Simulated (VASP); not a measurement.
# ZnCu (Cmcm) in VASP: notebook, part 2 of 2

VASP 6.6.1.

**5. Single point, PBE**

Contents of INCAR:

```
SYSTEM = ZnCu
PREC = Accurate ; ENCUT = 520
EDIFF = 1E-6 ; ISMEAR = 0
SIGMA = 0.1 ; LREAL = .False.
LASPH = .True. ; NELM = 100
ALGO = Normal ; ISIF = 2
LWAVE = .False. ; LCHARG = .True.
GGA = PE ; LELF = .True.
LVHAR = .True. ; NBANDS = 31
```

Contents of KPOINTS:

```
Automatic mesh
0
Gamma
  6 6 6
  0 0 0
```

Contents of POSCAR:

```
ZnCu
1.0
    1.2994765734     -4.9485180625      0.0000000000
    1.2994765734      4.9485180625      0.0000000000
    0.0000000000      0.0000000000      4.1131479048
Zn Cu
2 2
Direct
    0.3312304145      0.6687695855      0.7500000000
    0.6687695855      0.3312304145      0.2500000000
    0.0701159870      0.9298840130      0.7500000000
    0.9298840130      0.0701159870      0.2500000000
```

The run is started by

```bash
> cat potpaw_PBE.64/Zn/POTCAR potpaw_PBE.64/Cu/POTCAR > POTCAR
> mpirun -np 1 vasp_std > vasp.out
```

Run time: 2 min. Hardware: 1 thread of AMD EPYC 9R45 (Zen 5), shared host; peak memory 0.21 GiB.

The run converged. Its results:

- Free energy: -9.9038 eV
- Pressure: 0.5 GPa
- Largest force: 0.012 eV/Å
- Band gap on the k mesh: zero (band 23 reaches 6.93 eV, above the bottom of band 24 at 3.03 eV)

Forces in eV/Å, atoms in the order of the input:
```
Zn   0.000  0.012  0.000
Zn   0.000 -0.012  0.000
Cu   0.000  0.005  0.000
Cu   0.000 -0.005  0.000
```

Stress tensor (GPa, compression positive):
```
0.39 0.00 0.00
0.00 0.56 0.00
0.00 0.00 0.48
```

Levels at points of the mesh, in eV from the Fermi level:
```csv
k point,band 21,band 22,band 23,band 24,band 25,band 26
"(0.00, 0.00, 0.00)",-2.21,-1.55,-1.45,-1.40,2.20,5.77
"(0.50, 0.00, 0.00)",-1.95,-0.98,-0.21,1.61,5.58,5.72
"(0.50, 0.50, 0.00)",-2.36,-2.21,1.06,1.60,2.34,3.60
"(0.00, 0.00, 0.50)",-2.26,-2.26,-1.67,-1.67,1.60,1.60
"(0.50, 0.00, 0.50)",-0.92,-0.92,0.72,0.72,1.71,1.71
"(0.50, 0.50, 0.50)",-2.27,-2.27,-2.14,-2.14,7.18,7.18
```

Caveat: the k points lie up to 0.42 Å⁻¹ apart.

**6. Relaxation of cell and atoms, PBE**

This run uses another cell than the first one, of 13.02 Å³/atom, 0.984 times its volume.

Contents of INCAR:

```
SYSTEM = ZnCu
PREC = Accurate
ENCUT = 600
EDIFF = 1E-6
ISMEAR = 0
SIGMA = 0.1
LREAL = .FALSE.
LASPH = .TRUE.
NELM = 100
ALGO = Normal
ISIF = 3
LWAVE = .FALSE.
LCHARG = .FALSE.
GGA = PE
IBRION = 2
NSW = 90
EDIFFG = -0.04
```

Contents of KPOINTS:

```
regular mesh
0
G
  6 6 6
  0 0 0
```

Contents of POSCAR:

```
ZnCu
1.0
    1.7056541416     -4.4938820729      0.0000000000
    1.7056541416      4.4938820729      0.0000000000
    0.0000000000      0.0000000000      3.3968075041
Zn Cu
2 2
Direct
    0.3544000000      0.6456000000      0.7500000000
    0.6456000000      0.3544000000      0.2500000000
    0.0776000000      0.9224000000      0.7500000000
    0.9224000000      0.0776000000      0.2500000000
```

Potentials or basis: VASP PAW PBE potentials, release 64 (Zn, Cu).

The run is started by

```bash
> cat potpaw_PBE.64/Zn/POTCAR potpaw_PBE.64/Cu/POTCAR > POTCAR
> mpirun -np 1 vasp_std > vasp.out
```

OUTCAR:

```text
SYSTEM = ZnCu
   PREC = Accurate
   ENCUT = 600
   EDIFF = 1E-6
   ISMEAR = 0
   LREAL = .FALSE.
   LASPH = .TRUE.
   NELM = 100
   ISIF = 3
   GGA = PE
   IBRION = 2
   NSW = 90
   EDIFFG = -0.04

 ion  position               nearest neighbor table
   1  0.354  0.646  0.750-   4 2.48   4 2.48   4 2.48   4 2.48   3 2.49   3 2.63   3 2.63
   2  0.646  0.354  0.250-   3 2.48   3 2.48   3 2.48   3 2.48   4 2.49   4 2.63   4 2.63
   3  0.078  0.922  0.750-   4 2.20   4 2.20   2 2.48   2 2.48   2 2.48   2 2.48   1 2.49   1 2.63
                             1 2.63
   4  0.922  0.078  0.250-   3 2.20   3 2.20   1 2.48   1 2.48   1 2.48   1 2.48   2 2.49   2 2.63
                             2 2.63

  LATTYP: Found a base centered orthorhombic cell.
 ALAT       =     3.4113082832
 B/A-ratio  =     2.6346971307
 C/A-ratio  =     0.9957492030

  Lattice vectors:

 A1 = (   1.7056541416,  -4.4938820729,   0.0000000000)
 A2 = (   1.7056541416,   4.4938820729,   0.0000000000)
 A3 = (   0.0000000000,   0.0000000000,   3.3968075041)

Analysis of symmetry for initial positions (statically):
=====================================================================
 Subroutine PRICEL returns:
 Original cell was already a primitive cell.

 Routine SETGRP: Setting up the symmetry group for a
 base centered orthorhombic supercell.

 Subroutine GETGRP returns: Found  8 space group operations
 (whereof  4 operations were pure point group operations)
 out of a pool of  8 trial point group operations.

The static configuration has the point symmetry C_2h.
 The point group associated with its full space group is D_2h.

Analysis of symmetry for dynamics (positions and initial velocities):
=====================================================================
 Subroutine PRICEL returns:
 Original cell was already a primitive cell.

 Routine SETGRP: Setting up the symmetry group for a
 base centered orthorhombic supercell.

 Subroutine GETGRP returns: Found  8 space group operations
 (whereof  4 operations were pure point group operations)
 out of a pool of  8 trial point group operations.

The dynamic configuration has the point symmetry C_2h.
 The point group associated with its full space group is D_2h.

 Subroutine INISYM returns: Found  8 space group operations
 (whereof  4 operations are pure point group operations),
 and found     1 'primitive' translations

----------------------------------------------------------------------------------------

                                     Primitive cell

  volume of cell :      52.0731

  direct lattice vectors                    reciprocal lattice vectors
     1.705654142 -4.493882073  0.000000000     0.293142665 -0.111262377  0.000000000
     1.705654142  4.493882073  0.000000000     0.293142665  0.111262377  0.000000000
     0.000000000  0.000000000  3.396807504     0.000000000  0.000000000  0.294394074

  length of vectors
     4.806686191  4.806686191  3.396807504     0.313547346  0.313547346  0.294394074

  position of ions in fractional coordinates (direct lattice)
     0.354400000  0.645600000  0.750000000
     0.645600000  0.354400000  0.250000000
     0.077600000  0.922400000  0.750000000
     0.922400000  0.077600000  0.250000000

  ion indices of the primitive-cell ions
   primitive index   ion index
                 1           1
                 2           2
                 3           3
                 4           4

[... 63 lines left out ...]
   ISTART =      0    job   : 0-new  1-cont  2-samecut
   ICHARG =      2    charge: 1-file 2-atom 10-const
   ISPIN  =      1    spin polarized calculation?
   LNONCOLLINEAR =      F non collinear calculations
   LSORBIT =      F    spin-orbit coupling
   LASPH  =      T    aspherical Exc in radial PAW
   ENCUT  =  600.0 eV  44.10 Ry    6.64 a.u.   9.60  9.60  6.78*2*pi/ulx,y,z
   NELM   =    100;   NELMIN=  2; NELMDL= -5     # of ELM steps
   EDIFF  = 0.1E-05   stopping-criterion for ELM
   LREAL  =      F    real-space projection
   EDIFFG = -.4E-01   stopping-criterion for IOM
   NSW    =     90    number of steps for IOM
   IBRION =      2    ionic relax: 0-MD 1-quasi-New 2-CG
   NFREE  =      1    steps in history (QN), initial steepest desc. (CG)
   ISIF   =      3    stress and relaxation
   ISYM   =      2    0-nonsym 1-usesym 2-fastsym
   POTIM  = 0.5000    time-step for ionic-motion
   TEBEG  =    0.0;   TEEND  =   0.0 temperature during run
   PSTRESS=    0.0 pullay stress
   NELECT =      46.0000    total number of electrons
   NUPDOWN=      -1.0000    fix difference up-down
   EMIN   =  10.00;   EMAX   =-10.00  energy-range for DOS
   EFERMI =   0.00;   METHOD = LEGACY
   ISMEAR =     0;   SIGMA  =   0.10  broadening in eV -4-tet -1-fermi 0-gaus
   EFERMI_NEDOS =   21; number of points for ismear=-14 and -15
   IALGO  =     38    algorithm
   IMIX   =      4    mixing-type and parameters
     AMIX     =   0.40;   BMIX     =  1.00
     AMIX_MAG =   1.60;   BMIX_MAG =  1.00
  volume/ion in A,a.u.               =      13.02        87.85
  Fermi-wavevector in a.u.,A,eV,Ry     =   1.570807  2.968395 33.571500  2.467436
  Thomas-Fermi vector in A             =   2.672485
   LORBIT       =      0    0 simple, 1 ext, 2 COOP (PROOUT), +10 PAW based schemes
   GGA     = PE    functional components
   LHFCALC =     F    Hartree Fock is set to
   AEXX    =    0.0000 exact exchange contribution
   IVDW    =     0    specifies the selected vdW correction
   LEPSILON=     F    determine dielectric tensor
   LRPA    =     F    only Hartree local field effects (RPA)
 conjugate gradient relaxation of ions
 non-spin polarized calculation
 Gauss-broadening in eV      SIGMA  =   0.10
  energy-cutoff  :      600.00
  volume of cell :       52.07
 maximum number of plane-waves:      1759
 NGX is ok and might be reduce to    40
   NGX = 19   NGY = 19   NGZ = 13

--------------------------------------- Ionic step        1  -------------------------------------------

 number of electron      45.9999997 magnetization

 Free energy of the ion-electron system (eV)
  ---------------------------------------------------
  ext. energy  EPLUGINS =         0.00000000
  ---------------------------------------------------
  free energy    TOTEN  =        -8.75325758 eV

  energy without entropy =       -8.74754992  energy(sigma->0) =       -8.75040375

------------------------ aborting loop because EDIFF is reached ----------------------------------------

  FORCE on cell =-STRESS in cart. coord.  units (eV):
  Direction    XX          YY          ZZ          XY          YZ          ZX
  --------------------------------------------------------------------------------------
  -------------------------------------------------------------------------------------
  Total        2.6117962      5.2207558      7.3773293      0.0000000      0.0000000      0.0000000
  in kB       80.3593283    160.6313796    226.9844847      0.0000000      0.0000000      0.0000000
  external PRESSURE =     155.9917309 kB  Pullay stress =       0.0000000 kB
[... 95 lines left out ...]
  FREE ENERGIE OF THE ION-ELECTRON SYSTEM (eV)
  ---------------------------------------------------
  free  energy   TOTEN  =        -9.1917896329 eV

  energy  without entropy=       -9.1873778644  energy(sigma->0) =       -9.18958375

 E-fermi :   5.1191     XC(G=0): -12.0129

 val. band max:        5.0891122467   @ k =   0.3333  -0.0000   0.1667
 cond. band min:       5.1211854780   @ k =  -0.3333   0.3333   0.1667
 fundamental gap:      0.0320732313
 Fermi energy:         5.1190630315

 k-point     1 :       0.0000    0.0000    0.0000
  band No.  band energies     occupation
      1      -4.9438      2.00000
      2      -3.0363      2.00000
      3      -2.8673      2.00000
      4      -2.8511      2.00000
      5      -2.6621      2.00000
      6      -2.3337      2.00000
[... 709 lines left out ...]
     26      10.3383      0.00000
     27      10.8095      0.00000

 [... further k-points ...]

[... ionic steps 4 to 31 ...]

--------------------------------------- Ionic step       32  -------------------------------------------

 number of electron      45.9999965 magnetization

------------------------ aborting loop because EDIFF is reached ----------------------------------------
[... 71 lines left out ...]
--------------------------------------- Ionic step       34  -------------------------------------------

 number of electron      45.9999985 magnetization

 Free energy of the ion-electron system (eV)
  ---------------------------------------------------
  ext. energy  EPLUGINS =         0.00000000
  ---------------------------------------------------
  free energy    TOTEN  =        -9.89797425 eV

  energy without entropy =       -9.89166349  energy(sigma->0) =       -9.89481887

 E-fermi :   5.1270     XC(G=0): -12.1727

 val. band max:        5.1151936249   @ k =   0.1667  -0.0000   0.0000
 cond. band min:       5.1878659682   @ k =  -0.3333   0.3333   0.0000
 fundamental gap:      0.0726723432
 Fermi energy:         5.1269604010

 k-point     1 :       0.0000    0.0000    0.0000
  band No.  band energies     occupation
      1      -4.8925      2.00000
      2      -2.9258      2.00000
      3      -2.6930      2.00000
      4      -2.6295      2.00000
      5      -2.4399      2.00000
      6      -2.0796      2.00000
[... 742 lines left out ...]
  FREE ENERGIE OF THE ION-ELECTRON SYSTEM (eV)
  ---------------------------------------------------
  free  energy   TOTEN  =        -9.8979742451 eV

  energy  without entropy=       -9.8916634927  energy(sigma->0) =       -9.89481887

 reached required accuracy - stopping structural energy minimisation
```

OSZICAR:

```text
N       E                     dE             d eps       ncg     rms          rms(c)
DAV:   1     0.323421750235E+03    0.32342E+03   -0.24361E+04  2848   0.322E+03
[... 351 lines left out ...]
DAV:   2    -0.991084119209E+01    0.19368E-01   -0.27845E-01  3137   0.102E+01    0.727E-01
DAV:   3    -0.990107459055E+01    0.97666E-02   -0.62574E-02  3509   0.560E+00    0.476E-01
DAV:   4    -0.989862430460E+01    0.24503E-02   -0.69479E-03  3627   0.191E+00    0.194E-01
DAV:   5    -0.989795209655E+01    0.67221E-03   -0.12828E-03  4227   0.559E-01    0.283E-02
DAV:   6    -0.989797096846E+01   -0.18872E-04   -0.22462E-04  3244   0.197E-01    0.151E-02
DAV:   7    -0.989797390752E+01   -0.29391E-05   -0.12117E-05  3012   0.497E-02    0.711E-03
DAV:   8    -0.989797424507E+01   -0.33755E-06   -0.10248E-06  1476   0.239E-02
  34 F= -.98979742E+01 E0= -.98948189E+01  d E =-.108570E-02
```

Wall time 37 min (1 thread of AMD EPYC 9R45 (Zen 5), shared host); peak memory 0.22 GiB.

Results:

| Quantity | Value |
| --- | --- |
| Free energy | -9.8980 eV |
| Relaxed volume | 13.28 Å³/atom |
| Relaxed cell | a = 5.133 Å, b = 5.133 Å, c = 4.111 Å, α = 90.00°, β = 90.00°, γ = 150.63° |
| Space group after relaxing (to 0.05 Å) | Cmcm (No. 63) |
| Energy gained by relaxing | 286.2 meV/atom |
| Ionic steps | 34 |
| Pressure after relaxing | -0.1 GPa |
| Largest force after relaxing | 0.011 eV/Å |
| Band gap on the k mesh | zero (band 23 reaches 6.87 eV, above the bottom of band 24 at 3.00 eV) |

Forces in eV/Å, atoms in the order of the input:
```
Zn   0.000 -0.011  0.000
Zn   0.000  0.011  0.000
Cu   0.000 -0.005  0.000
Cu   0.000  0.005  0.000
```

Step by step:
| step | energy change (eV) | largest force (eV/Å) | pressure (GPa) | volume (Å³) |
| --- | --- | --- | --- | --- |
| 1 | 0.0000 | 1.7422 | 15.60 | 52.07 |
| 2 | -0.3905 | 0.1538 | -5.00 | 62.18 |
| 3 | -0.4385 | 0.1722 | -1.19 | 59.16 |
| 4 | -0.4385 | 0.1541 | -1.43 | 59.31 |
| 5 | -0.4737 | 0.0900 | -0.87 | 58.62 |
| 6 | -0.5524 | 0.3081 | 0.98 | 56.48 |
| 7 | -0.5907 | 0.8198 | 8.11 | 51.76 |
| 8 | -0.6011 | 0.8141 | 7.99 | 51.73 |
| 9 | -0.6407 | 0.7977 | 7.89 | 51.64 |
| 10 | -0.7286 | 0.7403 | 7.80 | 51.40 |
| 11 | -0.7669 | 0.5414 | 9.14 | 50.72 |
| 12 | -0.7788 | 0.6014 | 8.53 | 50.95 |
| 13 | -0.8125 | 0.5700 | 6.80 | 51.55 |
| 14 | -0.8779 | 0.4866 | 2.46 | 53.38 |
| 15 | -0.8708 | 0.3615 | -4.34 | 57.18 |
| 16 | -0.8956 | 0.4190 | -1.44 | 55.20 |
| 17 | -0.8957 | 0.4263 | -0.77 | 54.96 |
| 18 | -0.8957 | 0.4240 | -0.90 | 55.04 |
| 19 | -0.9025 | 0.3994 | -0.81 | 54.99 |
| 20 | -0.9202 | 0.3265 | -0.74 | 54.83 |
| 21 | -0.9441 | 0.3985 | -0.15 | 54.51 |
| 22 | -0.9424 | 0.6550 | 1.54 | 53.84 |
| 23 | -0.9519 | 0.5241 | 0.53 | 54.20 |
| 24 | -0.9624 | 0.5219 | 0.36 | 54.20 |
| 25 | -0.9926 | 0.5115 | 0.07 | 54.22 |
| 26 | -1.0462 | 0.4758 | -0.39 | 54.24 |
| 27 | -1.0890 | 0.4237 | -1.07 | 54.29 |
| 28 | -1.1201 | 0.3624 | -0.23 | 53.42 |
| 29 | -1.1214 | 0.3538 | 0.09 | 53.24 |
| 30 | -1.1371 | 0.1631 | -0.12 | 53.25 |
| 31 | -1.1411 | 0.0613 | -0.37 | 53.25 |
| 32 | -1.1435 | 0.0312 | 0.27 | 52.90 |
| 33 | -1.1436 | 0.0249 | 0.43 | 52.83 |
| 34 | -1.1447 | 0.0113 | -0.09 | 53.12 |

Final structure:
```xyz
4
Lattice="1.3013 -4.9648 0.0000 1.3013 4.9648 0.0000 0.0000 0.0000 4.1112" Properties=species:S:1:pos:R:3 pbc="T T T"
Zn    1.3013    1.6820    3.0834
Zn    1.3013   -1.6820    1.0278
Cu    1.3013    4.2715    3.0834
Cu    1.3013   -4.2715    1.0278
```

Levels at points of the mesh, in eV from the Fermi level:
```csv
k point,band 20,band 21,band 22,band 23,band 24,band 25,band 26,band 27
"(0.00, 0.00, 0.00)",-2.40,-2.20,-1.54,-1.48,-1.36,2.22,5.79,6.44
"(0.50, 0.00, 0.00)",-2.38,-1.94,-0.99,-0.22,1.60,5.53,5.73,6.12
"(0.50, 0.50, 0.00)",-2.50,-2.35,-2.20,1.10,1.60,2.36,3.62,5.38
"(0.00, 0.00, 0.50)",-2.55,-2.25,-2.25,-1.68,-1.68,1.58,1.58,11.86
"(0.50, 0.00, 0.50)",-2.28,-0.90,-0.90,0.72,0.72,1.72,1.72,4.17
"(0.50, 0.50, 0.50)",-2.62,-2.25,-2.25,-2.13,-2.13,7.13,7.13,8.41
```

**7. The runs side by side**

```csv
task,cell,k mesh,cutoff (eV),gap on the mesh (eV),pressure (GPa),largest force (eV/Å)
single point,"a = 5.096, b = 5.096, c = 4.133 Å, angles 90.0, 90.0, 150.5°, 4 atoms","18 × 18 × 12, shifted",520,none,0.4,0.01
single point,"a = 4.807, b = 4.807, c = 3.397 Å, angles 90.0, 90.0, 138.4°, 4 atoms",6 × 6 × 6,520,none,15.7,1.74
single point,"a = 5.096, b = 5.096, c = 4.133 Å, angles 90.0, 90.0, 150.5°, 4 atoms",18 × 18 × 12,520,none,0.5,0.01
single point,"a = 5.116, b = 5.116, c = 4.113 Å, angles 90.0, 90.0, 150.6°, 4 atoms",6 × 6 × 6,520,none,0.5,0.01
relaxation of cell and atoms,"relaxed from a = 4.807, b = 4.807, c = 3.397 Å, angles 90.0, 90.0, 138.4°, 4 atoms",6 × 6 × 6,600,none,-0.1,0.01
```

Alike in all rows: level PBE; potentials or basis VASP PAW PBE potentials, release 64 (Zn, Cu); no spin polarisation; smearing gaussian 0.1 eV.

Caveats: some runs use coarse meshes; forces of over 1 eV/Å act on the atoms, so gaps and moduli don't describe the material at rest (some runs).

Total energies depend on the potentials used, so only differences within one code and one set of settings carry meaning.
